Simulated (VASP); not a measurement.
# Pt (Fm-3m) in VASP: notebook

Runs on Pt. Level: PBEsol. Tasks: single point.

All numbers are computed with VASP 6.6.1; they aren't measurements. Logs are shortened: lines on timing, memory, paths and dates and some standing lists are left out, and cuts for length are marked.

### Step 1. The cell of the first run

It takes space group Fm-3m (No. 225, cubic). The conventional cell has a = 3.922 Å, b = 3.922 Å, c = 3.922 Å, α = 90.00°, β = 90.00°, γ = 90.00°. Within 3.7 Å of Pt (site symmetry m-3m) lie 12 Pt at 2.77 Å.

### Step 2. Single point, PBEsol

Contents of INCAR:

```
SYSTEM = Pt
PREC = Accurate
ENCUT = 500
EDIFF = 1E-6
ISMEAR = 1
SIGMA = 0.1
LREAL = .FALSE.
LASPH = .TRUE.
NELM = 120
ALGO = Normal
ISIF = 2
LWAVE = .FALSE.
LCHARG = .FALSE.
GGA = PS
NBANDS = 11
GGA_COMPAT = .FALSE.
```

Contents of KPOINTS:

```
regular mesh
0
G
  3 3 3
  0 0 0
```

Contents of POSCAR:

```
Pt
1.0
    0.0000000000      1.9609000000      1.9609000000
    1.9609000000      0.0000000000      1.9609000000
    1.9609000000      1.9609000000      0.0000000000
Pt
1
Direct
    0.0000000000      0.0000000000      0.0000000000
```

Potentials or basis: VASP PAW PBE potentials, release 64 (Pt).

Launch:

```bash
$ cat potpaw_PBE.64/Pt/POTCAR > POTCAR
$ mpirun -np 1 vasp_std > vasp.out
```

OUTCAR:

```text
SYSTEM = Pt
   PREC = Accurate
   ENCUT = 500
   EDIFF = 1E-6
   ISMEAR = 1
   LREAL = .FALSE.
   LASPH = .TRUE.
   NELM = 120
   ISIF = 2
   GGA = PS

 ion  position               nearest neighbor table
   1  0.000  0.000  0.000-

  LATTYP: Found a face centered cubic cell.
 ALAT       =     3.9218000000

  Lattice vectors:

 A1 = (   0.0000000000,   1.9609000000,   1.9609000000)
 A2 = (   1.9609000000,   0.0000000000,   1.9609000000)
 A3 = (   1.9609000000,   1.9609000000,   0.0000000000)

Analysis of symmetry for initial positions (statically):
=====================================================================
 Subroutine PRICEL returns:
 Original cell was already a primitive cell.

 Routine SETGRP: Setting up the symmetry group for a
 face centered cubic supercell.

 Subroutine GETGRP returns: Found 48 space group operations
[... 9 lines left out ...]

 Routine SETGRP: Setting up the symmetry group for a
 face centered cubic supercell.

 Subroutine GETGRP returns: Found 48 space group operations
[... 11 lines left out ...]
                                     Primitive cell

  volume of cell :      15.0798

  direct lattice vectors                    reciprocal lattice vectors
     0.000000000  1.960900000  1.960900000    -0.254984956  0.254984956  0.254984956
     1.960900000  0.000000000  1.960900000     0.254984956 -0.254984956  0.254984956
     1.960900000  1.960900000  0.000000000     0.254984956  0.254984956 -0.254984956

  length of vectors
     2.773131374  2.773131374  2.773131374     0.441646899  0.441646899  0.441646899

  position of ions in fractional coordinates (direct lattice)
     0.000000000  0.000000000  0.000000000

  ion indices of the primitive-cell ions
   primitive index   ion index
                 1           1

----------------------------------------------------------------------------------------

 KPOINTS: regular mesh

Automatic generation of k-mesh.
 Grid dimensions read from file:
 generate k-points for:    3    3    3

 Generating k-lattice:

  Cartesian coordinates                     Fractional coordinates (reciprocal lattice)
    -0.084994985  0.084994985  0.084994985     0.333333333  0.000000000  0.000000000
     0.084994985 -0.084994985  0.084994985     0.000000000  0.333333333  0.000000000
     0.084994985  0.084994985 -0.084994985     0.000000000  0.000000000  0.333333333

  Length of vectors
     0.147215633  0.147215633  0.147215633

  Shift w.r.t. Gamma in fractional coordinates (k-lattice)
     0.000000000  0.000000000  0.000000000

 Subroutine IBZKPT returns following result:
 ===========================================

 Found      4 irreducible k-points:

 Following reciprocal coordinates:
            Coordinates               Weight
  0.000000  0.000000  0.000000      1.000000
  0.333333  0.000000  0.000000      8.000000
  0.333333  0.333333  0.000000      6.000000
 -0.333333  0.333333  0.000000     12.000000
   k-points           NKPTS =      4   k-points in BZ     NKDIM =      4   number of bands    NBANDS=     11
   number of dos      NEDOS =    301   number of ions     NIONS =      1
   total plane-waves  NPLWV =   8000
   dimension x,y,z NGX =    20 NGY =   20 NGZ =   20
   dimension x,y,z NGXF=    40 NGYF=   40 NGZF=   40
   ions per type =               1
   NGX,Y,Z   is equivalent  to a cutoff of  11.99, 11.99, 11.99 a.u.
   NGXF,Y,Z  is equivalent  to a cutoff of  23.98, 23.98, 23.98 a.u.
 SYSTEM =  Pt
   PREC   = accura    normal or accurate (medium, high low for compatibility)
   ISTART =      0    job   : 0-new  1-cont  2-samecut
   ICHARG =      2    charge: 1-file 2-atom 10-const
   ISPIN  =      1    spin polarized calculation?
   LNONCOLLINEAR =      F non collinear calculations
   LSORBIT =      F    spin-orbit coupling
   LASPH  =      T    aspherical Exc in radial PAW
   ENCUT  =  500.0 eV  36.75 Ry    6.06 a.u.   5.06  5.06  5.06*2*pi/ulx,y,z
   NELM   =    120;   NELMIN=  2; NELMDL= -5     # of ELM steps
   EDIFF  = 0.1E-05   stopping-criterion for ELM
   LREAL  =      F    real-space projection
   EDIFFG = 0.1E-04   stopping-criterion for IOM
   NSW    =      0    number of steps for IOM
   IBRION =     -1    ionic relax: 0-MD 1-quasi-New 2-CG
   NFREE  =      0    steps in history (QN), initial steepest desc. (CG)
   ISIF   =      2    stress and relaxation
   ISYM   =      2    0-nonsym 1-usesym 2-fastsym
   POTIM  = 0.5000    time-step for ionic-motion
   TEBEG  =    0.0;   TEEND  =   0.0 temperature during run
   PSTRESS=    0.0 pullay stress
   NELECT =      10.0000    total number of electrons
   NUPDOWN=      -1.0000    fix difference up-down
   EMIN   =  10.00;   EMAX   =-10.00  energy-range for DOS
   EFERMI =   0.00;   METHOD = LEGACY
   ISMEAR =     1;   SIGMA  =   0.10  broadening in eV -4-tet -1-fermi 0-gaus
   EFERMI_NEDOS =   21; number of points for ismear=-14 and -15
   IALGO  =     38    algorithm
   IMIX   =      4    mixing-type and parameters
     AMIX     =   0.40;   BMIX     =  1.00
     AMIX_MAG =   1.60;   BMIX_MAG =  1.00
  volume/ion in A,a.u.               =      15.08       101.76
  Fermi-wavevector in a.u.,A,eV,Ry     =   1.427609  2.697791 27.729605  2.038068
  Thomas-Fermi vector in A             =   2.547760
   LORBIT       =      0    0 simple, 1 ext, 2 COOP (PROOUT), +10 PAW based schemes
   GGA     = PS    functional components
   LHFCALC =     F    Hartree Fock is set to
   AEXX    =    0.0000 exact exchange contribution
   IVDW    =     0    specifies the selected vdW correction
   LEPSILON=     F    determine dielectric tensor
   LRPA    =     F    only Hartree local field effects (RPA)
 non-spin polarized calculation
 Methfessel and Paxton  Order N= 1 SIGMA  =   0.10
  energy-cutoff  :      500.00
  volume of cell :       15.08
 maximum number of plane-waves:       389
   NGX = 11   NGY = 11   NGZ = 11

 number of electron      10.0000001 magnetization

 Free energy of the ion-electron system (eV)
  ---------------------------------------------------
  ext. energy  EPLUGINS =         0.00000000
  ---------------------------------------------------
  free energy    TOTEN  =        -6.32607062 eV

  energy without entropy =       -6.32324692  energy(sigma->0) =       -6.32512938

 E-fermi :  10.3030     XC(G=0): -13.6572

 val. band max:       10.1389717630   @ k =   0.3333   0.0000   0.0000
 cond. band min:      10.3377327963   @ k =  -0.3333   0.3333   0.0000
 fundamental gap:      0.1987610333
 Fermi energy:        10.3029981890

 k-point     1 :       0.0000    0.0000    0.0000
  band No.  band energies     occupation
      1       0.8109      2.00000
      2       7.1995      2.00000
      3       7.1995      2.00000
      4       7.1995      2.00000
      5       9.3286      2.00000
      6       9.3286      2.00000
      7      25.7638      0.00000
      8      30.6792      0.00000
      9      30.6792      0.00000
     10      30.6792      0.00000
     11      36.0168      0.00000

 k-point     2 :       0.3333    0.0000    0.0000
  band No.  band energies     occupation
      1       3.5214      2.00000
      2       7.3880      2.00000
      3       7.3880      2.00000
      4       7.7302      2.00000
      5      10.1390      2.04243
      6      10.1390      2.04243
      7      21.3287      0.00000
      8      26.5069      0.00000
      9      32.4239      0.00000
     10      32.4239      0.00000
     11      36.1492      0.00000

 k-point     3 :       0.3333    0.3333    0.0000
  band No.  band energies     occupation
      1       4.2100      2.00000
      2       4.9738      2.00000
      3       8.8956      2.00000
      4       9.9518      2.00001
      5       9.9518      2.00001
      6      10.5108     -0.01231
      7      25.4793      0.00000
      8      25.4793      0.00000
      9      26.1722      0.00000
     10      30.0258      0.00000
     11      32.2512      0.00000

 k-point     4 :      -0.3333    0.3333    0.0000
  band No.  band energies     occupation
      1       5.1363      2.00000
      2       6.1154      2.00000
      3       7.3015      2.00000
      4       9.0752      2.00000
      5      10.3377      0.44957
      6      15.3368      0.00000
      7      19.7917      0.00000
      8      20.7103      0.00000
      9      27.7508      0.00000
     10      29.9768      0.00000
     11      37.6796      0.00000

------------------------ aborting loop because EDIFF is reached ----------------------------------------

  FORCE on cell =-STRESS in cart. coord.  units (eV):
  Direction    XX          YY          ZZ          XY          YZ          ZX
  --------------------------------------------------------------------------------------
  -------------------------------------------------------------------------------------
  Total        0.7251159      0.7251159      0.7251159     -0.0000000     -0.0000000     -0.0000000
  in kB       77.0409599     77.0409599     77.0409599     -0.0000000     -0.0000000     -0.0000000
  external PRESSURE =      77.0409599 kB  Pullay stress =       0.0000000 kB

 VOLUME and BASIS-vectors are now :
 -----------------------------------------------------------------------------
  energy-cutoff  :      500.00
  volume of cell :       15.08
      direct lattice vectors                 reciprocal lattice vectors
     0.000000000  1.960900000  1.960900000    -0.254984956  0.254984956  0.254984956
     1.960900000  0.000000000  1.960900000     0.254984956 -0.254984956  0.254984956
     1.960900000  1.960900000  0.000000000     0.254984956  0.254984956 -0.254984956

 POSITION                                       TOTAL-FORCE (eV/Angst)
 -----------------------------------------------------------------------------------
      0.00000      0.00000      0.00000         0.000000      0.000000      0.000000
 -----------------------------------------------------------------------------------
    total drift:                                0.000000      0.000000      0.000000

  FREE ENERGIE OF THE ION-ELECTRON SYSTEM (eV)
  ---------------------------------------------------
  free  energy   TOTEN  =        -6.3260706173 eV

  energy  without entropy=       -6.3232469179  energy(sigma->0) =       -6.32512938
```

Run time: 5.6 s. Hardware: 1 thread of Intel Xeon 8259CL, shared host; peak memory 0.12 GiB.

What came out:

```yaml
Free_energy: -6.3261 eV
Pressure: 7.7 GPa
Band_gap_on_the_k_mesh: zero (band 5 reaches 10.34 eV, above the bottom of band 6 at 9.33 eV)
```

Levels at points of the mesh, in eV from the Fermi level:
```tsv
k point	band 1	band 2	band 3	band 4	band 5	band 6	band 7	band 8	band 9	band 10
(0.00, 0.00, 0.00)	-9.49	-3.10	-3.10	-3.10	-0.97	-0.97	15.46	20.38	20.38	20.38
```

Caveat: the k points lie up to 0.92 Å⁻¹ apart; the PAW data sets were made with another functional, which shifts forces and pressure a little; spin-orbit coupling is left out, which moves the levels of the heavy elements.

### Step 3. Single point, PBEsol

INCAR is that of step 2.

Contents of KPOINTS:

```
Automatic mesh
0
G
  4 4 4
  0 0 0
```

POSCAR is that of step 2.

Potentials or basis: VASP PAW PBE potentials, release 64 (Pt).

Launch:

```bash
$ cat potpaw_PBE.64/Pt/POTCAR > POTCAR
$ mpirun -np 1 vasp_std > vasp.out
```

Wall time 4.4 s (1 thread of Intel Xeon 8259CL, shared host); peak memory 0.12 GiB.

The run converged. Its results:

* Free energy: -7.0739 eV
* Pressure: -3.0 GPa
* Band gap on the k mesh: zero (band 5 reaches 11.59 eV, above the bottom of band 6 at 9.49 eV)

Levels at points of the mesh, in eV from the Fermi level:
```
           k point  band 1  band 2  band 3  band 4  band 5  band 6  band 7  band 8  band 9  band 10
(0.00, 0.00, 0.00)  -10.50   -4.01   -4.01   -4.01   -1.81   -1.81   14.40   19.39   19.39    19.39
(0.50, 0.00, 0.00)   -7.58   -4.06   -4.06   -0.75   -0.15   -0.15    5.60   13.97   18.73    18.73
(0.50, 0.50, 0.00)   -7.30   -6.86   -0.16    0.29    0.29    1.50    8.63   11.13   11.13    19.91
```

Caveat: the k points lie up to 0.69 Å⁻¹ apart; the PAW data sets were made with another functional, which shifts forces and pressure a little; spin-orbit coupling is left out, which moves the levels of the heavy elements.

### Step 4. Single point, PBEsol

Contents of INCAR:

```
  PREC = Accurate
  ENCUT = 500
  EDIFF = 1E-6
  ISMEAR = 1
  SIGMA = 0.1
  LREAL = False
  LASPH = True
  NELM = 120
  ALGO = Normal
  ISIF = 2
  LWAVE = False
  LCHARG = False
  GGA = PS
  NBANDS = 11
  GGA_COMPAT = False
```

Contents of KPOINTS:

```
regular mesh
0
Gamma
  6 6 6
```

POSCAR is that of step 3.

Launch:

```bash
$ cat potpaw_PBE.64/Pt/POTCAR > POTCAR
$ mpirun -np 1 vasp_std > vasp.out
```

It took 6 s on 1 thread of Intel Xeon 8259CL, shared host; peak memory 0.12 GiB.

It converged, with:

```yaml
Free_energy: -7.0753 eV
Pressure: -4.0 GPa
Band_gap_on_the_k_mesh: zero (band 5 reaches 11.56 eV, above the bottom of band 6 at 9.33 eV)
```

Levels at points of the mesh, in eV from the Fermi level:
```csv
k point,band 2,band 3,band 4,band 5,band 6,band 7,band 8,band 9
"(0.00, 0.00, 0.00)",-3.84,-3.84,-3.84,-1.67,-1.67,14.62,19.58,19.58
"(0.50, 0.00, 0.00)",-3.90,-3.90,-0.56,0.00,0.00,5.77,14.18,18.93
"(0.50, 0.50, 0.00)",-6.67,-0.03,0.45,0.45,1.70,8.80,11.33,11.33
```

Caveat: the k points lie up to 0.46 Å⁻¹ apart; the PAW data sets were made with another functional, which shifts forces and pressure a little; spin-orbit coupling is left out, which moves the levels of the heavy elements.

### Step 5. Summary

| k mesh | gap on the mesh (eV) | pressure (GPa) |
| --- | --- | --- |
| 3 × 3 × 3 | none | 7.7 |
| 4 × 4 × 4 | none | -3.0 |
| 6 × 6 × 6 | none | -4.0 |

Alike in all rows: task single point; level PBEsol; potentials or basis VASP PAW PBE potentials, release 64 (Pt); no spin polarisation; cell as given; cutoff (eV) 500; smearing methfessel-paxton 0.1 eV.

Caveats: all runs use coarse meshes; the PAW data sets were made with another functional, which shifts forces and pressure a little; spin-orbit coupling is left out, which moves the levels of the heavy elements.

Total energies depend on the potentials used, so only differences within one code and one set of settings carry meaning.
